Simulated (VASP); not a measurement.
# Ir (P6_3/mmc) in VASP: notebook, part 3 of 3

VASP 6.6.1. Earlier steps stand in the parts before.

## (4) Single point, r2SCAN

This run uses another cell than the first one, of 15.50 Å³/atom, 1.039 times its volume.

POSCAR

```
Ir
1.0
    2.8053401807      0.0000000000      0.0000000000
   -1.4026700903      2.4294958627      0.0000000000
    0.0000000000      0.0000000000      4.5498081014
Ir
2
Direct
    0.3333333333      0.6666666667      0.2500000000
    0.6666666667      0.3333333333      0.7500000000
```

INCAR.step1

```
SYSTEM = Ir
ALGO = Normal ; EDIFF = 1E-4
ENCUT = 520 ; GGA = PE
ISMEAR = -1 ; LASPH = .TRUE.
LCHARG = .FALSE. ; LREAL = .FALSE.
LWAVE = .TRUE. ; NBANDS = 16
NELM = 60 ; PREC = Accurate
SIGMA = 0.05
```

INCAR.step2

```
SYSTEM = Ir
ALGO = Normal ; EDIFF = 1E-7
ENCUT = 520 ; ISIF = 2
ISMEAR = -1 ; ISTART = 1
LASPH = .TRUE. ; LCHARG = .TRUE.
LELF = .TRUE. ; LMIXTAU = .TRUE.
LREAL = .FALSE. ; LVHAR = .TRUE.
LWAVE = .FALSE. ; METAGGA = R2SCAN
NBANDS = 16 ; NELM = 60
PREC = Accurate ; SIGMA = 0.05
```

KPOINTS

```
k-points
0
G
  11 11 6
  0 0 0
```

Potentials or basis: VASP PAW PBE potentials, release 64 (Ir).

Started as:

```
> cat potpaw_PBE.64/Ir/POTCAR > POTCAR
> cp INCAR.step1 INCAR
> mpirun -np 1 vasp_std > vasp.out
> cp INCAR.step2 INCAR
> mpirun -np 1 vasp_std > vasp.out
```

OUTCAR:

```text
SYSTEM = Ir
   EDIFF = 1E-7
   ENCUT = 520
   ISIF = 2
   ISMEAR = -1
   ISTART = 1
   LASPH = .TRUE.
   LREAL = .FALSE.
   METAGGA = R2SCAN
   NELM = 60
   PREC = Accurate

 ion  position               nearest neighbor table
   1  0.333  0.667  0.250-   2 2.79   2 2.79   2 2.79   2 2.79   2 2.79   2 2.79
   2  0.667  0.333  0.750-   1 2.79   1 2.79   1 2.79   1 2.79   1 2.79   1 2.79

  LATTYP: Found a hexagonal cell.
 ALAT       =     2.8053401807
 C/A-ratio  =     1.6218382828

  Lattice vectors:

 A1 = (   2.8053401807,   0.0000000000,   0.0000000000)
 A2 = (  -1.4026700903,   2.4294958627,   0.0000000000)
 A3 = (   0.0000000000,   0.0000000000,   4.5498081014)

Analysis of symmetry for initial positions (statically):
=====================================================================
 Subroutine PRICEL returns:
 Original cell was already a primitive cell.

 Routine SETGRP: Setting up the symmetry group for a
 hexagonal supercell.

 Subroutine GETGRP returns: Found 24 space group operations
 (whereof 12 operations were pure point group operations)
 out of a pool of 24 trial point group operations.

The static configuration has the point symmetry D_3d.
 The point group associated with its full space group is D_6h.
[... 163 lines left out ...]

 val. band max:        8.7426535388   @ k =   0.3636   0.0000   0.3333
 cond. band min:       8.7668845175   @ k =   0.2727   0.0909   0.3333
 fundamental gap:      0.0242309787
 Fermi energy:         8.7546946041

 k-point     1 :       0.0000    0.0000    0.0000
  band No.  band energies     occupation
      1      -1.8886      2.00000
      2       1.2138      2.00000
      3       5.2015      2.00000
      4       5.3072      2.00000
      5       5.3072      2.00000
      6       5.8874      2.00000
[... 433 lines left out ...]
      3       3.9142      2.00000
      4       4.1234      2.00000
      5       5.0296      2.00000
      6       5.5941      2.00000
[... 8 lines left out ...]
     15      24.0428      0.00000
     16      25.9259      0.00000

 [... further k-points ...]

------------------------ aborting loop because EDIFF is reached ----------------------------------------

  FORCE on cell =-STRESS in cart. coord.  units (eV):
  Direction    XX          YY          ZZ          XY          YZ          ZX
  --------------------------------------------------------------------------------------
  -------------------------------------------------------------------------------------
  Total       -4.4773003     -4.4773003     -4.6160096     -0.0000000     -0.0000000      0.0000000
  in kB     -231.3300382   -231.3300382   -238.4967751     -0.0000000     -0.0000000      0.0000000
  external PRESSURE =    -233.7189505 kB  Pullay stress =       0.0000000 kB

 VOLUME and BASIS-vectors are now :
 -----------------------------------------------------------------------------
  energy-cutoff  :      520.00
  volume of cell :       31.01
      direct lattice vectors                 reciprocal lattice vectors
     2.805340181  0.000000000  0.000000000     0.356463008  0.205804014  0.000000000
    -1.402670090  2.429495863  0.000000000     0.000000000  0.411608028  0.000000000
     0.000000000  0.000000000  4.549808101     0.000000000  0.000000000  0.219789490

 POSITION                                       TOTAL-FORCE (eV/Angst)
 -----------------------------------------------------------------------------------
     -0.00000      1.61966      1.13745         0.000000     -0.000000      0.000000
      1.40267      0.80983      3.41236        -0.000000      0.000000      0.000000
 -----------------------------------------------------------------------------------
    total drift:                                0.000000     -0.000000     -0.000000

  FREE ENERGIE OF THE ION-ELECTRON SYSTEM (eV)
  ---------------------------------------------------
  free  energy   TOTEN  =      -104.3576294896 eV

  energy  without entropy=     -104.3290722982  energy(sigma->0) =     -104.34335089
```

OUTCAR.step1:

```text
SYSTEM = Ir
   EDIFF = 1E-4
   ENCUT = 520
   GGA = PE
   ISMEAR = -1
   LASPH = .TRUE.
   LREAL = .FALSE.
[... 679 lines left out ...]
     -0.00000      1.61966      1.13745        -0.000000     -0.000000      0.000000
      1.40267      0.80983      3.41236         0.000000      0.000000      0.000000
 -----------------------------------------------------------------------------------
    total drift:                                0.000000     -0.000000     -0.000000

  FREE ENERGIE OF THE ION-ELECTRON SYSTEM (eV)
  ---------------------------------------------------
  free  energy   TOTEN  =       -17.4286045034 eV

  energy  without entropy=      -17.3998011680  energy(sigma->0) =      -17.41420284
```

OSZICAR.step1:

```text
N       E                     dE             d eps       ncg     rms          rms(c)
DAV:   1     0.137444710461E+03    0.13744E+03   -0.83677E+03  2048   0.111E+03
DAV:   2    -0.146884651327E+02   -0.15213E+03   -0.13666E+03  2056   0.299E+02
DAV:   3    -0.185525618117E+02   -0.38641E+01   -0.37853E+01  2880   0.559E+01
DAV:   4    -0.185935967515E+02   -0.41035E-01   -0.41016E-01  2304   0.500E+00
DAV:   5    -0.185947591908E+02   -0.11624E-02   -0.11624E-02  2864   0.871E-01    0.172E+01
DAV:   6    -0.175875316599E+02    0.10072E+01   -0.14268E+00  2504   0.152E+01    0.675E+00
DAV:   7    -0.174394554025E+02    0.14808E+00   -0.35527E-01  2760   0.711E+00    0.220E+00
DAV:   8    -0.174333627035E+02    0.60927E-02   -0.47388E-03  2320   0.586E-01    0.139E+00
DAV:   9    -0.174285964397E+02    0.47663E-02   -0.48282E-03  2592   0.854E-01    0.303E-02
DAV:  10    -0.174286045034E+02   -0.80637E-05   -0.25266E-05  1704   0.475E-02
   1 F= -.17428605E+02 E0= -.17414203E+02  d E =-.288033E-01
```

Wall time 2.4 min (1 thread of AMD EPYC 7R13 (Zen 3), shared host); peak memory 0.15 GiB.

Results:

```
Free energy            : -104.3576 eV
Pressure               : -23.4 GPa
Band gap on the k mesh : zero (band 9 reaches 9.59 eV, above the bottom of band 10 at 6.72 eV)
```

Caveat: the PAW data sets were made with another functional, which shifts forces and pressure a little; spin-orbit coupling is left out, which moves the levels of the heavy elements.

## (5) Single point, PBE0

This run uses another cell than the first one, of 15.50 Å³/atom, 1.039 times its volume.

POSCAR is that of step 4.

INCAR.step1

```
SYSTEM = Ir
PREC = Accurate
ENCUT = 520
EDIFF = 1E-5
ISMEAR = -1
SIGMA = 0.05
LREAL = .FALSE.
LASPH = .TRUE.
NELM = 80
ALGO = Normal
ISIF = 2
LWAVE = .TRUE.
NBANDS = 16
GGA = PE
```

INCAR.step2

```
SYSTEM = Ir
PREC = Accurate
ENCUT = 520
EDIFF = 1E-6
ISMEAR = -1
SIGMA = 0.05
LREAL = .FALSE.
LASPH = .TRUE.
NELM = 80
ALGO = Normal
ISIF = 2
LWAVE = .FALSE.
LCHARG = .TRUE.
GGA = PE
LHFCALC = .TRUE.
AEXX = 0.25
PRECFOCK = Normal
LELF = .TRUE.
LVHAR = .TRUE.
NBANDS = 16
ISTART = 1
```

KPOINTS

```
regular mesh
0
G
  6 6 4
  0 0 0
```

Started as:

```
> cat potpaw_PBE.64/Ir/POTCAR > POTCAR
> cp INCAR.step1 INCAR
> mpirun -np 1 vasp_std > vasp.out
> cp INCAR.step2 INCAR
> mpirun -np 1 vasp_std > vasp.out
```

Run time: 37 min. Hardware: 1 thread of Intel Xeon Platinum 8259CL at 2.50GHz (Skylake/Cascade Lake), shared host; peak memory 0.18 GiB.

The run converged. Its results:

| Item | Value |
| --- | --- |
| Free energy | -21.4482 eV |
| Pressure | -29.5 GPa |
| Band gap on the k mesh | zero (band 9 reaches 9.92 eV, above the bottom of band 10 at 5.72 eV) |

Stress tensor (GPa, compression positive):
```
-27.17   0.00   0.00
  0.00 -27.17   0.00
  0.00   0.00 -34.07
```

Levels at points of the mesh, in eV from the Fermi level:
| k point | band 5 | band 6 | band 7 | band 8 | band 9 | band 10 | band 11 | band 12 | band 13 | band 14 |
| --- | --- | --- | --- | --- | --- | --- | --- | --- | --- | --- |
| (0.00, 0.00, 0.00) | -4.21 | -3.58 | -3.58 | -2.82 | -2.82 | -0.85 | 0.94 | 0.94 | 7.85 | 16.06 |
| (0.50, 0.00, 0.00) | -3.87 | -3.62 | -3.36 | 1.18 | 1.49 | 1.54 | 3.52 | 5.12 | 9.31 | 11.16 |
| (0.00, 0.00, 0.50) | -4.34 | -4.34 | -4.34 | -4.34 | -0.66 | -0.66 | -0.66 | -0.66 | 15.10 | 15.10 |
| (0.50, 0.00, 0.50) | -2.40 | -2.40 | -1.03 | -1.03 | 1.47 | 1.47 | 2.64 | 2.64 | 8.51 | 8.51 |

Caveat: the k points lie up to 0.43 Å⁻¹ apart; the PAW data sets were made with another functional, which shifts forces and pressure a little; spin-orbit coupling is left out, which moves the levels of the heavy elements.

## (6) Single point, PBE

This run uses another cell than the first one, of 14.63 Å³/atom, 0.980 times its volume.

INCAR

```
  ALGO = Normal
  EDIFF = 1E-6
  ENCUT = 500
  GGA = PE
  GGA_COMPAT = False
  ISIF = 2
  ISMEAR = -1
  LASPH = True
  LCHARG = False
  LREAL = False
  LWAVE = False
  NBANDS = 24
  NELM = 120
  PREC = Accurate
  SIGMA = 0.05
```

KPOINTS

```
k-points
0
Gamma
  8 8 5
```

POSCAR

```
Ir
1.0
    2.7513778946      0.0000000000      0.0000000000
   -1.3756889473      2.3827631521      0.0000000000
    0.0000000000      0.0000000000      4.4622900000
Ir
2
Direct
    0.3333333333      0.6666666667      0.2500000000
    0.6666666667      0.3333333333      0.7500000000
```

Potentials or basis: VASP PAW PBE potentials, release 64 (Ir_sv_GW).

Started as:

```
> cat potpaw_PBE.64/Ir_sv_GW/POTCAR > POTCAR
> mpirun -np 1 vasp_std > vasp.out
```

Wall time 10 s (1 thread of Intel Xeon 6975P-C (Granite Rapids), shared host); peak memory 0.14 GiB.

It converged, with:

```yaml
Free_energy: -18.6034 eV
Pressure: -3.8 GPa
Band_gap_on_the_k_mesh: zero (band 17 reaches 13.32 eV, above the bottom of band 18 at 10.26 eV)
```

Stress tensor (GPa, compression positive):
```
-3.27  0.00  0.00
 0.00 -3.27  0.00
 0.00  0.00 -4.75
```

Levels at points of the mesh, in eV from the Fermi level:
```csv
k point,band 13,band 14,band 15,band 16,band 17,band 18,band 19,band 20,band 21,band 22
"(0.00, 0.00, 0.00)",-3.64,-3.02,-3.02,-2.24,-2.24,-0.72,0.29,0.29,6.80,13.75
"(0.50, 0.00, 0.00)",-3.39,-3.29,-2.83,0.70,0.95,1.09,2.86,4.28,8.00,10.03
```

Caveat: spin-orbit coupling is left out, which moves the levels of the heavy elements.

## (7) The runs side by side

```tsv
level	potentials or basis	cell	k mesh	cutoff (eV)	grid for exact exchange (PRECFOCK)	second run	gap on the mesh (eV)	pressure (GPa)
r2SCAN	VASP PAW PBE potentials, release 64 (Ir)	a = 2.770, b = 2.770, c = 4.492 Å, angles 90.0, 90.0, 120.0°, 2 atoms	11 × 11 × 6	520	-	-	none	-12.9
r2SCAN	VASP PAW PBE potentials, release 64 (Ir)	a = 2.788, b = 2.788, c = 4.521 Å, angles 90.0, 90.0, 120.0°, 2 atoms	11 × 11 × 6	520	-	-	none	-18.5
r2SCAN	VASP PAW PBE potentials, release 64 (Ir)	a = 2.805, b = 2.805, c = 4.550 Å, angles 90.0, 90.0, 120.0°, 2 atoms	11 × 11 × 6	520	-	-	none	-23.4
PBE0	VASP PAW PBE potentials, release 64 (Ir)	a = 2.805, b = 2.805, c = 4.550 Å, angles 90.0, 90.0, 120.0°, 2 atoms	6 × 6 × 4	520	Normal	-	none	-29.5
PBE	VASP PAW PBE potentials, release 64 (Ir_sv_GW)	a = 2.751, b = 2.751, c = 4.462 Å, angles 90.0, 90.0, 120.0°, 2 atoms	8 × 8 × 5	500	-	valence_matched	none	-3.8
```

Alike in all rows: task single point; no spin polarisation; smearing fermi-dirac 0.05 eV.

Caveats: some runs use coarse meshes; spin-orbit coupling is left out, which moves the levels of the heavy elements; the PAW data sets were made with another functional, which shifts forces and pressure a little (some runs).

Total energies depend on the potentials used, so only differences within one code and one set of settings carry meaning.
